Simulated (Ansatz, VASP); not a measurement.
## One calculation of LiH, two programs

Contents of INCAR:

```
SYSTEM = LiH
ALGO     = Normal         ! electronic algorithm
EDIFF    = 1E-6           ! SCF threshold, eV
ENCUT    = 520            ! plane-wave cutoff, eV
GGA      = PE             ! functional
ISIF     = 2              ! what is computed and relaxed
ISMEAR   = -1             ! smearing method
LASPH    = .TRUE.         ! aspherical terms in the spheres
LCHARG   = .FALSE.        ! write CHGCAR
LREAL    = .FALSE.        ! projectors in reciprocal space
LWAVE    = .FALSE.        ! write WAVECAR
NBANDS   = 9              ! bands
NELM     = 80             ! most SCF steps
PREC     = Accurate       ! precision mode
SIGMA    = 0.03           ! smearing width, eV
```

Contents of KPOINTS:

```
k-points
0
G
  11 11 11
  0 0 0
```

POSCAR

```
LiH
1.0
    0.0000000000      2.0636910806      1.9715250000
    2.0636910806      0.0000000000      1.9715250000
    2.0636910806      2.0636910806      0.0000000000
Li H
1 1
Direct
    0.0000000000      0.0000000000      0.0000000000
    0.5000000000      0.5000000000      0.5000000000
```

Input for Ansatz:

```yaml
crystal:
  lattice:
    - [0.0, 2.0636910806, 1.971525]
    - [2.0636910806, 0.0, 1.971525]
    - [2.0636910806, 2.0636910806, 0.0]
  atoms:
    - { symbol: Li, position: [0.0, 0.0, 0.0] }
    - { symbol: H, position: [0.5, 0.5, 0.5] }
kpoints:
  mp_grid: { grid: [11, 11, 11] }
scf:
  occupations: { method: fermi_dirac, width: 0.03 }
hamiltonian:
  xc: pbe
  pseudopotentials: { kind: all_electron, lapw: { basis_error: 0.001 } }
output:
  forces: true
  stress: true
  eigenvalues: true
```

Change from the starting cell: z stretched by -3 % at fixed volume.

Alike in both runs: task single point; functional PBE; k mesh 11 × 11 × 11; occupations fermi-dirac, width 0.03 eV; no spin polarisation.

|  | VASP | Ansatz |
| --- | --- | --- |
| version | VASP 6.6.1 | Ansatz 0.2.0 |
| potentials or method | VASP PAW PBE potentials, release 64 (Li_sv, H), cutoff 520 eV | all-electron LAPW, scalar-relativistic |

|  | VASP | Ansatz | Ansatz less VASP |
| --- | --- | --- | --- |
| gap on the k mesh at the Fermi level (eV) | 2.80 | 2.80 | +0.005 |

Ansatz ran all-electron here, and VASP with PAW potentials.

Noted on VASP's run: the cutoff is short for stress, so the pressure is rough.
